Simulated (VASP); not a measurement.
# H in VASP: single point with PBE

Aim: the single point of H with PBE.

Everything below comes from runs of VASP 6.6.1. Logs are shortened: lines on timing, memory, paths and dates and some standing lists are left out, and cuts for length are marked.

## Step 1: The cell of the first run

The cell holds a sublattice, 1 atom: a = 3.451 Å, b = 3.451 Å, c = 3.451 Å, α = 60.00°, β = 60.00°, γ = 60.00°.

## Step 2: Single point, PBE

The input, INCAR:

```
ALGO = Normal
EDIFF = 1E-6
ENCUT = 400
GGA = PE
GGA_COMPAT = False
ISIF = 2
ISMEAR = 0
LASPH = True
LCHARG = False
LREAL = False
LWAVE = False
NBANDS = 6
NELM = 120
PREC = Accurate
SIGMA = 0.1
```

The input, KPOINTS:

```
k-points
0
Gamma
  12 12 12
```

The input, POSCAR:

```
H
1.0
    0.0000000000      2.4400000000      2.4400000000
    2.4400000000      0.0000000000      2.4400000000
    2.4400000000      2.4400000000      0.0000000000
H
1
Direct
    0.5000000000      0.5000000000      0.5000000000
```

Potentials or basis: VASP PAW PBE potentials, release 64 (H).

Launch:

```console
> cat potpaw_PBE.64/H/POTCAR > POTCAR
> mpirun -np 1 vasp_std > vasp.out
```

OUTCAR:

```text
EDIFF = 1E-6
   ENCUT = 400
   GGA = PE
   ISIF = 2
   ISMEAR = 0
   LASPH = True
   LREAL = False
   NELM = 120
   PREC = Accurate

 ion  position               nearest neighbor table
   1  0.500  0.500  0.500-

  LATTYP: Found a face centered cubic cell.
 ALAT       =     4.8800000000

  Lattice vectors:

 A1 = (   0.0000000000,   2.4400000000,   2.4400000000)
 A2 = (   2.4400000000,   0.0000000000,   2.4400000000)
 A3 = (   2.4400000000,   2.4400000000,   0.0000000000)

Analysis of symmetry for initial positions (statically):
=====================================================================
 Subroutine PRICEL returns:
 Original cell was already a primitive cell.

 Routine SETGRP: Setting up the symmetry group for a
 face centered cubic supercell.

 Subroutine GETGRP returns: Found 48 space group operations
 (whereof 48 operations were pure point group operations)
 out of a pool of 48 trial point group operations.

The static configuration has the point symmetry O_h .

Analysis of symmetry for dynamics (positions and initial velocities):
=====================================================================
 Subroutine PRICEL returns:
 Original cell was already a primitive cell.

 Routine SETGRP: Setting up the symmetry group for a
 face centered cubic supercell.

 Subroutine GETGRP returns: Found 48 space group operations
 (whereof 48 operations were pure point group operations)
 out of a pool of 48 trial point group operations.

The dynamic configuration has the point symmetry O_h .

 Subroutine INISYM returns: Found 48 space group operations
 (whereof 48 operations are pure point group operations),
 and found     1 'primitive' translations

----------------------------------------------------------------------------------------

                                     Primitive cell

  volume of cell :      29.0536

  direct lattice vectors                    reciprocal lattice vectors
     0.000000000  2.440000000  2.440000000    -0.204918033  0.204918033  0.204918033
     2.440000000  0.000000000  2.440000000     0.204918033 -0.204918033  0.204918033
     2.440000000  2.440000000  0.000000000     0.204918033  0.204918033 -0.204918033

  length of vectors
     3.450681092  3.450681092  3.450681092     0.354928444  0.354928444  0.354928444

  position of ions in fractional coordinates (direct lattice)
     0.500000000  0.500000000  0.500000000

  ion indices of the primitive-cell ions
   primitive index   ion index
                 1           1

----------------------------------------------------------------------------------------

 KPOINTS: k-points

Automatic generation of k-mesh.
 Grid dimensions read from file:
 generate k-points for:   12   12   12

 Generating k-lattice:

  Cartesian coordinates                     Fractional coordinates (reciprocal lattice)
    -0.017076503  0.017076503  0.017076503     0.083333333  0.000000000  0.000000000
     0.017076503 -0.017076503  0.017076503     0.000000000  0.083333333  0.000000000
     0.017076503  0.017076503 -0.017076503     0.000000000  0.000000000  0.083333333

  Length of vectors
     0.029577370  0.029577370  0.029577370

  Shift w.r.t. Gamma in fractional coordinates (k-lattice)
     0.000000000  0.000000000  0.000000000

 Subroutine IBZKPT returns following result:
 ===========================================

 Found     72 irreducible k-points:

 Following reciprocal coordinates:
            Coordinates               Weight
  0.000000  0.000000  0.000000      1.000000
  0.083333  0.000000  0.000000      8.000000
  0.166667  0.000000  0.000000      8.000000
  0.250000  0.000000  0.000000      8.000000
  0.333333  0.000000  0.000000      8.000000
  0.416667  0.000000  0.000000      8.000000
[... 16 lines left out ...]
  0.500000  0.166667  0.000000     24.000000
 -0.416667  0.166667  0.000000     24.000000
 [... further k-points ...]
   k-points           NKPTS =     72   k-points in BZ     NKDIM =     72   number of bands    NBANDS=      6
   number of dos      NEDOS =    301   number of ions     NIONS =      1
   total plane-waves  NPLWV =  13824
   dimension x,y,z NGX =    24 NGY =   24 NGZ =   24
   dimension x,y,z NGXF=    48 NGYF=   48 NGZF=   48
   ions per type =               1
   NGX,Y,Z   is equivalent  to a cutoff of  11.56, 11.56, 11.56 a.u.
   NGXF,Y,Z  is equivalent  to a cutoff of  23.13, 23.13, 23.13 a.u.
 SYSTEM =  unknown system
   PREC   = accura    normal or accurate (medium, high low for compatibility)
   ISTART =      0    job   : 0-new  1-cont  2-samecut
   ICHARG =      2    charge: 1-file 2-atom 10-const
   ISPIN  =      1    spin polarized calculation?
   LNONCOLLINEAR =      F non collinear calculations
   LSORBIT =      F    spin-orbit coupling
   LASPH  =      T    aspherical Exc in radial PAW
   ENCUT  =  400.0 eV  29.40 Ry    5.42 a.u.   5.63  5.63  5.63*2*pi/ulx,y,z
   NELM   =    120;   NELMIN=  2; NELMDL= -5     # of ELM steps
   EDIFF  = 0.1E-05   stopping-criterion for ELM
   LREAL  =      F    real-space projection
   EDIFFG = 0.1E-04   stopping-criterion for IOM
   NSW    =      0    number of steps for IOM
   IBRION =     -1    ionic relax: 0-MD 1-quasi-New 2-CG
   NFREE  =      0    steps in history (QN), initial steepest desc. (CG)
   ISIF   =      2    stress and relaxation
   ISYM   =      2    0-nonsym 1-usesym 2-fastsym
   POTIM  = 0.5000    time-step for ionic-motion
   TEBEG  =    0.0;   TEEND  =   0.0 temperature during run
   PSTRESS=    0.0 pullay stress
   NELECT =       1.0000    total number of electrons
   NUPDOWN=      -1.0000    fix difference up-down
   EMIN   =  10.00;   EMAX   =-10.00  energy-range for DOS
   EFERMI =   0.00;   METHOD = LEGACY
   ISMEAR =     0;   SIGMA  =   0.10  broadening in eV -4-tet -1-fermi 0-gaus
   EFERMI_NEDOS =   21; number of points for ismear=-14 and -15
   IALGO  =     38    algorithm
   IMIX   =      4    mixing-type and parameters
     AMIX     =   0.40;   BMIX     =  1.00
     AMIX_MAG =   1.60;   BMIX_MAG =  1.00
  volume/ion in A,a.u.               =      29.05       196.06
  Fermi-wavevector in a.u.,A,eV,Ry     =   0.532527  1.006330  3.858409  0.283585
  Thomas-Fermi vector in A             =   1.556054
   LORBIT       =      0    0 simple, 1 ext, 2 COOP (PROOUT), +10 PAW based schemes
   GGA     = PE    functional components
   LHFCALC =     F    Hartree Fock is set to
   AEXX    =    0.0000 exact exchange contribution
   IVDW    =     0    specifies the selected vdW correction
   LEPSILON=     F    determine dielectric tensor
   LRPA    =     F    only Hartree local field effects (RPA)
 non-spin polarized calculation
 Gauss-broadening in eV      SIGMA  =   0.10
  energy-cutoff  :      400.00
  volume of cell :       29.05
 maximum number of plane-waves:       544
   NGX = 11   NGY = 11   NGZ = 11

 number of electron       1.0000000 magnetization

 Free energy of the ion-electron system (eV)
  ---------------------------------------------------
  ext. energy  EPLUGINS =         0.00000000
  ---------------------------------------------------
  free energy    TOTEN  =        -0.41464661 eV

  energy without entropy =       -0.40719057  energy(sigma->0) =       -0.41091859

 E-fermi :  -5.6044     XC(G=0):  -4.5120

 val. band max:       -5.6068298424   @ k =   0.5000   0.2500   0.0833
 cond. band min:      -5.5549525768   @ k =   0.5000   0.1667   0.0000
 fundamental gap:      0.0518772657
 Fermi energy:        -5.6044384282

 k-point     1 :       0.0000    0.0000    0.0000
  band No.  band energies     occupation
      1      -7.4324      2.00000
      2       5.0027      0.00000
      3      13.2375      0.00000
      4      13.2375      0.00000
      5      13.2375      0.00000
      6      15.4124      0.00000

 k-point     2 :       0.0833    0.0000    0.0000
  band No.  band energies     occupation
      1      -7.3441      2.00000
      2       4.7939      0.00000
      3      12.1306      0.00000
      4      12.9339      0.00000
      5      12.9339      0.00000
      6      15.1603      0.00000

 k-point     3 :       0.1667    0.0000    0.0000
  band No.  band energies     occupation
      1      -7.0879      2.00000
      2       4.1955      0.00000
      3      10.4444      0.00000
      4      12.4353      0.00000
      5      12.4353      0.00000
      6      15.7667      0.00000

 k-point     4 :       0.2500    0.0000    0.0000
  band No.  band energies     occupation
      1      -6.6949      2.00000
      2       3.3017      0.00000
      3       9.1435      0.00000
      4      12.0483      0.00000
      5      12.0483      0.00000
      6      15.9401      0.00000

 k-point     5 :       0.3333    0.0000    0.0000
  band No.  band energies     occupation
      1      -6.2328      2.00000
      2       2.3131      0.00000
      3       8.3099      0.00000
      4      11.8275      0.00000
      5      11.8275      0.00000
      6      14.9934      0.00000

 k-point     6 :       0.4167    0.0000    0.0000
  band No.  band energies     occupation
      1      -5.8286      1.99848
      2       1.5181      0.00000
      3       7.8622      0.00000
      4      11.7467      0.00000
      5      11.7467      0.00000
      6      14.3371      0.00000

 k-point     7 :       0.5000    0.0000    0.0000
  band No.  band energies     occupation
      1      -5.6616      1.58128
      2       1.2073      0.00000
      3       7.7215      0.00000
      4      11.7351      0.00000
      5      11.7351      0.00000
      6      14.0997      0.00000

 k-point     8 :       0.0833    0.0833    0.0000
  band No.  band energies     occupation
      1      -7.3146      2.00000
      2       4.7414      0.00000
      3      12.1904      0.00000
      4      12.1905      0.00000
      5      13.7079      0.00000
      6      13.8072      0.00000

 k-point     9 :       0.1667    0.0833    0.0000
  band No.  band energies     occupation
      1      -7.1147      2.00000
      2       4.3177      0.00000
      3      10.7485      0.00000
      4      11.5373      0.00000
      5      13.7523      0.00000
      6      14.0048      0.00000

 k-point    10 :       0.2500    0.0833    0.0000
  band No.  band energies     occupation
      1      -6.7670      2.00000
      2       3.5815      0.00000
      3       9.2373      0.00000
      4      11.0835      0.00000
      5      13.4614      0.00000
      6      14.0092      0.00000

 k-point    11 :       0.3333    0.0833    0.0000
  band No.  band energies     occupation
      1      -6.3248      2.00000
      2       2.6706      0.00000
      3       8.1733      0.00000
      4      10.8562      0.00000
      5      12.7621      0.00000
      6      13.5256      0.00000

 k-point    12 :       0.4167    0.0833    0.0000
  band No.  band energies     occupation
      1      -5.8925      1.99995
      2       1.8300      0.00000
      3       7.5391      0.00000
      4      10.8593      0.00000
      5      12.0387      0.00000
      6      13.3296      0.00000

 k-point    13 :       0.5000    0.0833    0.0000
  band No.  band energies     occupation
      1      -5.6342      1.32608
      2       1.3566      0.00000
      3       7.2483      0.00000
      4      11.0832      0.00000
      5      11.5370      0.00000
      6      13.3260      0.00000

 k-point    14 :      -0.4167    0.0833    0.0000
  band No.  band energies     occupation
      1      -5.6904      1.77595
      2       1.4575      0.00000
      3       7.2536      0.00000
      4      11.2758      0.00000
      5      11.4997      0.00000
      6      13.5402      0.00000

 k-point    15 :      -0.3333    0.0833    0.0000
  band No.  band energies     occupation
      1      -6.0270      2.00000
      2       2.0836      0.00000
      3       7.5705      0.00000
      4      11.2362      0.00000
      5      12.0478      0.00000
      6      14.0156      0.00000

 k-point    16 :      -0.2500    0.0833    0.0000
  band No.  band energies     occupation
      1      -6.4783      2.00000
      2       2.9738      0.00000
      3       8.2709      0.00000
      4      11.3928      0.00000
      5      12.6266      0.00000
      6      14.7660      0.00000

 k-point    17 :      -0.1667    0.0833    0.0000
  band No.  band energies     occupation
      1      -6.8974      2.00000
      2       3.8374      0.00000
      3       9.4309      0.00000
      4      11.7148      0.00000
      5      13.1331      0.00000
      6      15.4609      0.00000

 k-point    18 :      -0.0833    0.0833    0.0000
  band No.  band energies     occupation
      1      -7.1997      2.00000
      2       4.4765      0.00000
      3      10.9630      0.00000
      4      12.1631      0.00000
      5      13.3642      0.00000
      6      15.0455      0.00000

 k-point    19 :       0.1667    0.1667    0.0000
  band No.  band energies     occupation
      1      -6.9744      2.00000
      2       4.1325      0.00000
      3      10.7822      0.00000
      4      10.7822      0.00000
      5      12.2434      0.00000
      6      13.8381      0.00000

 k-point    20 :       0.2500    0.1667    0.0000
  band No.  band energies     occupation
      1      -6.6843      2.00000
      2       3.6592      0.00000
      3       9.4031      0.00000
      4      10.2449      0.00000
      5      12.2611      0.00000
      6      12.8978      0.00000

 k-point    21 :       0.3333    0.1667    0.0000
  band No.  band energies     occupation
      1      -6.2857      2.00000
      2       2.9900      0.00000
      3       7.9643      0.00000
      4       9.9463      0.00000
      5      11.3224      0.00000
      6      14.0352      0.00000

 k-point    22 :       0.4167    0.1667    0.0000
  band No.  band energies     occupation
      1      -5.8639      1.99976
      2       2.2813      0.00000
      3       6.9353      0.00000
      4       9.8928      0.00000
      5      10.6329      0.00000
      6      14.6360      0.00000

 k-point    23 :       0.5000    0.1667    0.0000
  band No.  band energies     occupation
      1      -5.5550      0.48403
      2       1.7747      0.00000
      3       6.3147      0.00000
      4      10.0843      0.00000
      5      10.2894      0.00000
      6      14.4493      0.00000

 k-point    24 :      -0.4167    0.1667    0.0000
  band No.  band energies     occupation
      1      -5.5073      0.16966
      2       1.6983      0.00000
      3       6.0668      0.00000
      4      10.2692      0.00000
      5      10.5144      0.00000
      6      14.3016      0.00000

 [... further k-points ...]
[... 5 lines left out ...]
  --------------------------------------------------------------------------------------
  -------------------------------------------------------------------------------------
  Total       -0.5957781     -0.5957781     -0.5957781      0.0000000      0.0000000     -0.0000000
  in kB      -32.8545578    -32.8545578    -32.8545578      0.0000000      0.0000000     -0.0000000
  external PRESSURE =     -32.8545578 kB  Pullay stress =       0.0000000 kB

 VOLUME and BASIS-vectors are now :
 -----------------------------------------------------------------------------
  energy-cutoff  :      400.00
  volume of cell :       29.05
      direct lattice vectors                 reciprocal lattice vectors
     0.000000000  2.440000000  2.440000000    -0.204918033  0.204918033  0.204918033
     2.440000000  0.000000000  2.440000000     0.204918033 -0.204918033  0.204918033
     2.440000000  2.440000000  0.000000000     0.204918033  0.204918033 -0.204918033

 POSITION                                       TOTAL-FORCE (eV/Angst)
 -----------------------------------------------------------------------------------
      2.44000      2.44000      2.44000         0.000000     -0.000000      0.000000
 -----------------------------------------------------------------------------------
    total drift:                               -0.000000     -0.000000      0.000000

  FREE ENERGIE OF THE ION-ELECTRON SYSTEM (eV)
  ---------------------------------------------------
  free  energy   TOTEN  =        -0.4146466080 eV

  energy  without entropy=       -0.4071905705  energy(sigma->0) =       -0.41091859
```

It took 2.7 s on 1 thread of Intel Xeon 6975P-C (Granite Rapids), shared host; peak memory 0.12 GiB.

Results:

* Free energy: -0.4146 eV
* Pressure: -3.3 GPa
* Band gap on the k mesh: zero (an odd number of electrons rules out a gap without spin polarisation)
